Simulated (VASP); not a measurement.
Runs of VASP 6.6.1 on PtF2. The structure is that of space group Cmmm (No. 65), or close to it. The cells are those of the table. 

```tsv
task	level	potentials or basis	cell	k mesh	cutoff (eV)	smearing	second run	gap on the mesh (eV)	pressure (GPa)	largest force (eV/Å)
single point	PBE	VASP PAW PBE potentials, release 64 (Pt, F)	a = 4.531, b = 4.531, c = 3.112 Å, angles 90.0, 90.0, 98.5°, 3 atoms	6 × 6 × 10	520	gaussian 0.02 eV	-	1.16	0.3	0.10
single point	PBE	VASP PAW PBE potentials, release 64 (Pt, F)	a = 4.321, b = 4.321, c = 3.122 Å, angles 90.0, 90.0, 97.0°, 3 atoms	4 × 4 × 6	520	gaussian 0.1 eV	-	1.10	0.4	0.11
single point	PBE	VASP PAW PBE potentials, release 64 (Pt_sv_GW, F)	a = 4.321, b = 4.321, c = 3.122 Å, angles 90.0, 90.0, 97.0°, 3 atoms	4 × 4 × 6	600	gaussian 0.1 eV	valence_matched	1.18	(a)	0.07
relaxation of cell and atoms	PBE	VASP PAW PBE potentials, release 64 (Pt, F)	relaxed from a = 4.321, b = 4.321, c = 3.122 Å, angles 90.0, 90.0, 97.0°, 3 atoms	4 × 4 × 6	600	gaussian 0.1 eV	-	1.09	-0.1	0.02
single point	PBEsol	VASP PAW PBE potentials, release 64 (Pt, F)	a = 4.531, b = 4.531, c = 3.112 Å, angles 90.0, 90.0, 98.5°, 3 atoms	6 × 6 × 10	520	gaussian 0.02 eV	-	1.09	-2.8	(b)
single point	PBE	VASP PAW PBE potentials, release 64 (Pt, F)	a = 4.321, b = 4.321, c = 3.122 Å, angles 90.0, 90.0, 97.0°, 3 atoms	6 × 6 × 4	520	gaussian 0.1 eV	-	1.10	0.4	0.10
```

Alike in all rows: no spin polarisation.

Problem. Fill in the values left out.

Solution. (a) 0.0; (b) 0.38.

Caveats: some runs use coarse meshes; spin-orbit coupling is left out, which moves the levels of the heavy elements; the PAW data sets were made with another functional, which shifts forces and pressure a little (some runs).

A k mesh can miss the band edges, and the runs leave out spin-orbit coupling on Pt.

The runs don't all hold the same shells in valence.
